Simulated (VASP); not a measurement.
Here is a VASP 6.6.1 calculation.

File INCAR:

```
SYSTEM = AgO2
PREC = Accurate
ENCUT = 700
EDIFF = 1E-6
ISMEAR = 0
SIGMA = 0.1
LREAL = .False.
LASPH = .True.
NELM = 120
ALGO = Normal
ISIF = 2
LWAVE = .False.
LCHARG = .False.
GGA = PE
NBANDS = 40
GGA_COMPAT = .False.
```

KPOINTS

```
regular mesh
0
Gamma
  8 6 10
  0 0 0
```

The input POSCAR:

```
AgO2
1.0
    4.2553301122      0.0000000000      0.0000000000
    0.0000000000      5.2941301853      0.0000000000
    0.0000000000      0.0000000000      3.6151100241
Ag O
2 4
Direct
    0.0000000000      0.0000000000      0.0000000000
    0.5000000000      0.5000000000      0.5000000000
    0.8689000512      0.5783070356      0.0000000000
    0.1310999488      0.4216929644      0.0000000000
    0.3689000512      0.9216929644      0.5000000000
    0.6310999488      0.0783070356      0.5000000000
```

Potentials or basis: VASP PAW PBE potentials, release 64 (Ag_sv_GW, O).

Run with:

```bash
$ cat potpaw_PBE.64/Ag_sv_GW/POTCAR potpaw_PBE.64/O/POTCAR > POTCAR
$ mpirun -np 1 vasp_std > vasp.out
```

Predict the band gap on the k mesh.

zero (bands 31 and 32 overlap by 2.12 eV).

Estimate the pressure.

-1.8 GPa.

Predict the largest force.

0.275 eV/Å.

Stress tensor (GPa, compression positive):
```
-1.39  0.00  0.00
 0.00 -1.83  0.00
 0.00  0.00 -2.32
```
